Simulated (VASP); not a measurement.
# AlNi (CsCl type) (Pm-3m) in VASP: a series of runs

Runs on AlNi (CsCl type). Level: PBE. Tasks: density of states.

Everything below comes from runs of VASP 6.6.1. Logs are shortened: lines on timing, memory, paths and dates and some standing lists are left out, and cuts for length are marked.

## Step 1: The cell of the first run

The structure is cubic, space group Pm-3m (No. 221). Conventional cell: a = 2.593 Å, b = 2.593 Å, c = 2.593 Å, α = 90.00°, β = 90.00°, γ = 90.00°. Ni (site symmetry m-3m) has 8 Al at 2.25 Å and 6 Ni at 2.59 Å within 3.0 Å. Al (site symmetry m-3m) has 8 Ni at 2.25 Å and 6 Al at 2.59 Å within 3.0 Å.

## Step 2: Density of states, PBE (volume scaled by 0.72)

POSCAR reads:

```
AlNi
1.0
    2.5933017829      0.0000000000      0.0000000000
    0.0000000000      2.5933017829      0.0000000000
    0.0000000000      0.0000000000      2.5933017829
Ni Al
1 1
Direct
    0.0000000000      0.0000000000      0.0000000000
    0.5000000000      0.5000000000      0.5000000000
```

INCAR.step1 reads:

```
ALGO     = Normal         # electronic algorithm
EDIFF    = 1E-6           # SCF threshold, eV
ENCUT    = 520            # plane-wave cutoff, eV
GGA      = PE             # functional
ISIF     = 2              # what is computed and relaxed
ISMEAR   = -1             # smearing method
LASPH    = T              # aspherical terms in the spheres
LCHARG   = T              # write CHGCAR
LMAXMIX  = 4              # l up to which the mixer works
LREAL    = F              # projectors in reciprocal space
LWAVE    = F              # write WAVECAR
NBANDS   = 14             # bands
NELM     = 80             # most SCF steps
PREC     = Accurate       # precision mode
SIGMA    = 0.08           # smearing width, eV
```

KPOINTS.step1 reads:

```
k-points
0
Gamma
  14 14 14
```

INCAR.step2 reads:

```
ALGO     = Normal         # electronic algorithm
EDIFF    = 1E-6           # SCF threshold, eV
ENCUT    = 520            # plane-wave cutoff, eV
GGA      = PE             # functional
ICHARG   = 11             # starting density
ISIF     = 2              # what is computed and relaxed
ISMEAR   = -5             # smearing method
LASPH    = T              # aspherical terms in the spheres
LCHARG   = F              # write CHGCAR
LMAXMIX  = 4              # l up to which the mixer works
LORBIT   = 10             # projections on sites
LREAL    = F              # projectors in reciprocal space
LWAVE    = F              # write WAVECAR
NBANDS   = 14             # bands
NEDOS    = 1001           # points of the DOS
NELM     = 80             # most SCF steps
PREC     = Accurate       # precision mode
SIGMA    = 0.08           # smearing width, eV
```

KPOINTS.step2 reads:

```
k-points
0
Gamma
  21 21 21
```

Potentials or basis: VASP PAW PBE potentials, release 64 (Ni, Al).

The run is started by

```bash
$ cat potpaw_PBE.64/Ni/POTCAR potpaw_PBE.64/Al/POTCAR > POTCAR
$ cp INCAR.step1 INCAR
$ cp KPOINTS.step1 KPOINTS
$ mpirun -np 1 vasp_std > vasp.out
$ cp INCAR.step2 INCAR
$ cp KPOINTS.step2 KPOINTS
$ mpirun -np 1 vasp_std > vasp.out
```

OUTCAR:

```text
EDIFF = 1E-6
   ENCUT = 520
   GGA = PE
   ICHARG = 11
   ISIF = 2
   ISMEAR = -5
   LASPH = T
   LORBIT = 10
   LREAL = F
   NELM = 80
   PREC = Accurate

 ion  position               nearest neighbor table
   1  0.000  0.000  0.000-   2 2.25   2 2.25   2 2.25   2 2.25   2 2.25   2 2.25   2 2.25   2 2.25

   2  0.500  0.500  0.500-   1 2.25   1 2.25   1 2.25   1 2.25   1 2.25   1 2.25   1 2.25   1 2.25

  LATTYP: Found a simple cubic cell.
 ALAT       =     2.5933017829

  Lattice vectors:

 A1 = (   2.5933017829,   0.0000000000,   0.0000000000)
 A2 = (   0.0000000000,   2.5933017829,   0.0000000000)
 A3 = (   0.0000000000,   0.0000000000,   2.5933017829)

Analysis of symmetry for initial positions (statically):
=====================================================================
 Subroutine PRICEL returns:
 Original cell was already a primitive cell.

 Routine SETGRP: Setting up the symmetry group for a
 simple cubic supercell.

 Subroutine GETGRP returns: Found 48 space group operations
 (whereof 48 operations were pure point group operations)
 out of a pool of 48 trial point group operations.

The static configuration has the point symmetry O_h .

Analysis of symmetry for dynamics (positions and initial velocities):
=====================================================================
 Subroutine PRICEL returns:
 Original cell was already a primitive cell.

 Routine SETGRP: Setting up the symmetry group for a
 simple cubic supercell.

 Subroutine GETGRP returns: Found 48 space group operations
 (whereof 48 operations were pure point group operations)
 out of a pool of 48 trial point group operations.

The dynamic configuration has the point symmetry O_h .

 Subroutine INISYM returns: Found 48 space group operations
 (whereof 48 operations are pure point group operations),
 and found     1 'primitive' translations

----------------------------------------------------------------------------------------

                                     Primitive cell

  volume of cell :      17.4405

  direct lattice vectors                    reciprocal lattice vectors
     2.593301783  0.000000000  0.000000000     0.385608804  0.000000000  0.000000000
     0.000000000  2.593301783  0.000000000     0.000000000  0.385608804  0.000000000
     0.000000000  0.000000000  2.593301783     0.000000000  0.000000000  0.385608804

  length of vectors
     2.593301783  2.593301783  2.593301783     0.385608804  0.385608804  0.385608804

  position of ions in fractional coordinates (direct lattice)
     0.000000000  0.000000000  0.000000000
     0.500000000  0.500000000  0.500000000

  ion indices of the primitive-cell ions
   primitive index   ion index
                 1           1
                 2           2

----------------------------------------------------------------------------------------

 KPOINTS: k-points

Automatic generation of k-mesh.
 Grid dimensions read from file:
 generate k-points for:   21   21   21

 Generating k-lattice:

  Cartesian coordinates                     Fractional coordinates (reciprocal lattice)
     0.018362324  0.000000000  0.000000000     0.047619048  0.000000000  0.000000000
     0.000000000  0.018362324  0.000000000     0.000000000  0.047619048  0.000000000
     0.000000000  0.000000000  0.018362324     0.000000000  0.000000000  0.047619048

  Length of vectors
     0.018362324  0.018362324  0.018362324

  Shift w.r.t. Gamma in fractional coordinates (k-lattice)
     0.000000000  0.000000000  0.000000000

 TETIRR: Found   4601 inequivalent tetrahedra from    55566

 Subroutine IBZKPT returns following result:
 ===========================================

 Found    286 irreducible k-points:

 Following reciprocal coordinates:
            Coordinates               Weight
  0.000000  0.000000  0.000000      1.000000
  0.047619  0.000000  0.000000      6.000000
  0.095238  0.000000  0.000000      6.000000
  0.142857  0.000000  0.000000      6.000000
  0.190476  0.000000  0.000000      6.000000
  0.238095  0.000000  0.000000      6.000000
[... 16 lines left out ...]
  0.142857  0.095238  0.000000     24.000000
  0.190476  0.095238  0.000000     24.000000
 [... further k-points ...]
   k-points           NKPTS =    286   k-points in BZ     NKDIM =    286   number of bands    NBANDS=     14
   number of dos      NEDOS =   1001   number of ions     NIONS =      2
   total plane-waves  NPLWV =   8000
   dimension x,y,z NGX =    20 NGY =   20 NGZ =   20
   dimension x,y,z NGXF=    40 NGYF=   40 NGZF=   40
   ions per type =               1   1
   NGX,Y,Z   is equivalent  to a cutoff of  12.82, 12.82, 12.82 a.u.
   NGXF,Y,Z  is equivalent  to a cutoff of  25.64, 25.64, 25.64 a.u.
 SYSTEM =  unknown system
   PREC   = accura    normal or accurate (medium, high low for compatibility)
   ISTART =      0    job   : 0-new  1-cont  2-samecut
   ICHARG =     11    charge: 1-file 2-atom 10-const
   ISPIN  =      1    spin polarized calculation?
   LNONCOLLINEAR =      F non collinear calculations
   LSORBIT =      F    spin-orbit coupling
   LASPH  =      T    aspherical Exc in radial PAW
   ENCUT  =  520.0 eV  38.22 Ry    6.18 a.u.   4.82  4.82  4.82*2*pi/ulx,y,z
   NELM   =     80;   NELMIN=  2; NELMDL=  0     # of ELM steps
   EDIFF  = 0.1E-05   stopping-criterion for ELM
   LREAL  =      F    real-space projection
   EDIFFG = 0.1E-04   stopping-criterion for IOM
   NSW    =      0    number of steps for IOM
   IBRION =     -1    ionic relax: 0-MD 1-quasi-New 2-CG
   NFREE  =      0    steps in history (QN), initial steepest desc. (CG)
   ISIF   =      2    stress and relaxation
   ISYM   =      2    0-nonsym 1-usesym 2-fastsym
   POTIM  = 0.5000    time-step for ionic-motion
   TEBEG  =    0.0;   TEEND  =   0.0 temperature during run
   PSTRESS=    0.0 pullay stress
   NELECT =      13.0000    total number of electrons
   NUPDOWN=      -1.0000    fix difference up-down
   EMIN   =  10.00;   EMAX   =-10.00  energy-range for DOS
   EFERMI =   0.00;   METHOD = LEGACY
   ISMEAR =    -5;   SIGMA  =   0.08  broadening in eV -4-tet -1-fermi 0-gaus
   EFERMI_NEDOS =   21; number of points for ismear=-14 and -15
   IALGO  =     38    algorithm
   IMIX   =      4    mixing-type and parameters
     AMIX     =   0.40;   BMIX     =  1.00
     AMIX_MAG =   1.60;   BMIX_MAG =  1.00
  volume/ion in A,a.u.               =       8.72        58.85
  Fermi-wavevector in a.u.,A,eV,Ry     =   1.484350  2.805014 29.977634  2.203294
  Thomas-Fermi vector in A             =   2.597897
   LORBIT       =     10    0 simple, 1 ext, 2 COOP (PROOUT), +10 PAW based schemes
   GGA     = PE    functional components
   LHFCALC =     F    Hartree Fock is set to
   AEXX    =    0.0000 exact exchange contribution
   IVDW    =     0    specifies the selected vdW correction
   LEPSILON=     F    determine dielectric tensor
   LRPA    =     F    only Hartree local field effects (RPA)
 non-spin polarized calculation
 Fermi weights with tetrahedron method with Bloechl corrections
  energy-cutoff  :      520.00
  volume of cell :       17.44
 maximum number of plane-waves:       487
 NGX is ok and might be reduce to    20

 number of electron      13.0000017 magnetization

 Free energy of the ion-electron system (eV)
  ---------------------------------------------------
  ext. energy  EPLUGINS =         0.00000000
  ---------------------------------------------------
  free energy    TOTEN  =        -8.86513286 eV

  energy without entropy =       -8.86513286  energy(sigma->0) =       -8.86513286

 E-fermi :  14.9018     XC(G=0): -13.6628

 val. band max:       14.9481617811   @ k =   0.4762   0.4286   0.3810
 cond. band min:      14.8851071470   @ k =   0.3333   0.0000   0.0000
 fundamental gap:     -0.0630546341
 Fermi energy:        14.9018012576

 k-point     1 :       0.0000    0.0000    0.0000
  band No.  band energies     occupation
      1       1.2151      2.00000
      2       9.7539      2.00000
      3       9.7539      2.00000
      4      12.5323      2.00000
      5      12.5323      2.00000
      6      12.5323      2.00000
      7      21.9291      0.00000
      8      21.9291      0.00000
      9      21.9291      0.00000
     10      24.0869      0.00000
     11      24.0869      0.00000
     12      35.1776      0.00000
     13      39.7947      0.00000
     14      39.7948      0.00000

 k-point     2 :       0.0476    0.0000    0.0000
  band No.  band energies     occupation
      1       1.2675      2.00000
      2       9.7565      2.00000
      3       9.7696      2.00000
      4      12.5047      2.00000
      5      12.5047      2.00000
      6      12.5355      2.00000
      7      21.2330      0.00000
      8      21.9972      0.00000
      9      21.9972      0.00000
     10      24.0742      0.00000
     11      24.7614      0.00000
     12      35.3172      0.00000
     13      39.0813      0.00000
     14      39.0829      0.00000
[... 343 lines left out ...]
      1       1.8895      2.00000
      2       9.8114      2.00000
      3       9.9079      2.00000
      4      12.1788      2.00000
      5      12.3160      2.00000
      6      12.4579      2.00000
      7      18.8253      0.00000
      8      20.6749      0.00000
      9      22.7884      0.00000
     10      25.1718      0.00000
     11      27.8476      0.00000
     12      34.6446      0.00000
     13      36.5891      0.00000
     14      36.8956      0.00000

 k-point    24 :       0.1905    0.0952    0.0000
  band No.  band energies     occupation
      1       2.2459      2.00000
      2       9.7701      2.00000
      3      10.0024      2.00000
      4      12.0244      2.00000
      5      12.1717      2.00000
      6      12.4761      2.00000
      7      17.6627      0.00000
      8      20.9559      0.00000
      9      23.2181      0.00000
     10      25.2100      0.00000
     11      28.9390      0.00000
     12      33.4496      0.00000
     13      35.3987      0.00000
     14      37.7818      0.00000

 [... further k-points ...]

------------------------ aborting loop because EDIFF is reached ----------------------------------------

  FORCE on cell =-STRESS in cart. coord.  units (eV):
  Direction    XX          YY          ZZ          XY          YZ          ZX
  --------------------------------------------------------------------------------------
  -------------------------------------------------------------------------------------
  Total       11.5827123     11.5827123     11.5827123      0.0000000      0.0000000      0.0000000
  in kB     1064.0491134   1064.0491134   1064.0491134      0.0000000      0.0000000      0.0000000
  external PRESSURE =    1064.0491134 kB  Pullay stress =       0.0000000 kB

 VOLUME and BASIS-vectors are now :
 -----------------------------------------------------------------------------
  energy-cutoff  :      520.00
  volume of cell :       17.44
      direct lattice vectors                 reciprocal lattice vectors
     2.593301783  0.000000000  0.000000000     0.385608804  0.000000000  0.000000000
     0.000000000  2.593301783  0.000000000     0.000000000  0.385608804  0.000000000
     0.000000000  0.000000000  2.593301783     0.000000000  0.000000000  0.385608804

 POSITION                                       TOTAL-FORCE (eV/Angst)
 -----------------------------------------------------------------------------------
      0.00000      0.00000      0.00000         0.000000      0.000000      0.000000
      1.29665      1.29665      1.29665         0.000000      0.000000      0.000000
 -----------------------------------------------------------------------------------
    total drift:                                0.000000     -0.000000     -0.000000

  FREE ENERGIE OF THE ION-ELECTRON SYSTEM (eV)
  ---------------------------------------------------
  free  energy   TOTEN  =        -8.8651328637 eV

  energy  without entropy=       -8.8651328637  energy(sigma->0) =       -8.86513286

 total charge

# of ion       s       p       d       tot
------------------------------------------
    1        0.632   0.865   8.694  10.191
    2        0.437   0.590   0.000   1.028
--------------------------------------------------
tot          1.069   1.455   8.694  11.219
```

Wall time 46 s (1 thread of Intel Xeon 6975P-C, shared host); peak memory 0.19 GiB.

What came out:

| Property | Result |
| --- | --- |
| Valence electrons inside the program's atomic spheres | Ni 10.19; Al 1.03 |

Caveat: tetrahedron occupations give inexact forces and stress in metals. Spin polarisation is off, so any magnetic state and its effect on volume and gap are missing.

## Step 3: Density of states, PBE (volume scaled by 0.72)

POSCAR is that of step 2.

INCAR.step1 reads:

```
SYSTEM = AlNi
ALGO = Normal
EDIFF = 1E-6
ENCUT = 520
GGA = PE
ISIF = 2
ISMEAR = -1
LASPH = .TRUE.
LCHARG = .TRUE.
LMAXMIX = 4
LREAL = .FALSE.
LWAVE = .FALSE.
NBANDS = 14
NELM = 60
PREC = Accurate
SIGMA = 0.08
```

KPOINTS.step1 reads:

```
k-points
0
G
  14 14 14
  0 0 0
```

INCAR.step2 reads:

```
SYSTEM = AlNi
ALGO = Normal
EDIFF = 1E-6
ENCUT = 520
GGA = PE
ICHARG = 11
ISIF = 2
ISMEAR = -5
LASPH = .TRUE.
LCHARG = .FALSE.
LMAXMIX = 4
LORBIT = 11
LREAL = .FALSE.
LWAVE = .FALSE.
NBANDS = 14
NEDOS = 1001
NELM = 60
PREC = Accurate
SIGMA = 0.08
```

KPOINTS.step2 reads:

```
k-points
0
G
  21 21 21
  0 0 0
```

Potentials or basis: VASP PAW PBE potentials, release 64 (Ni, Al).

The run is started by

```bash
$ cat potpaw_PBE.64/Ni/POTCAR potpaw_PBE.64/Al/POTCAR > POTCAR
$ cp INCAR.step1 INCAR
$ cp KPOINTS.step1 KPOINTS
$ mpirun -np 1 vasp_std > vasp.out
$ cp INCAR.step2 INCAR
$ cp KPOINTS.step2 KPOINTS
$ mpirun -np 1 vasp_std > vasp.out
```

Run time: 49 s. Hardware: 1 thread of Intel Xeon 6975P-C, shared host; peak memory 0.19 GiB.

Results (log left out):

```
Valence electrons inside the program's atomic spheres : Ni 10.19; Al 1.03
```

Levels at points of the mesh, in eV from the Fermi level:
| k point | band 2 | band 3 | band 4 | band 5 | band 6 | band 7 | band 8 | band 9 | band 10 | band 11 |
| --- | --- | --- | --- | --- | --- | --- | --- | --- | --- | --- |
| (0.00, 0.00, 0.00) | -5.15 | -5.15 | -2.37 | -2.37 | -2.37 | 7.03 | 7.03 | 7.03 | 9.19 | 9.19 |

Caveat: tetrahedron occupations give inexact forces and stress in metals. Spin polarisation is off, so any magnetic state and its effect on volume and gap are missing.

[end of part 1 of 2]
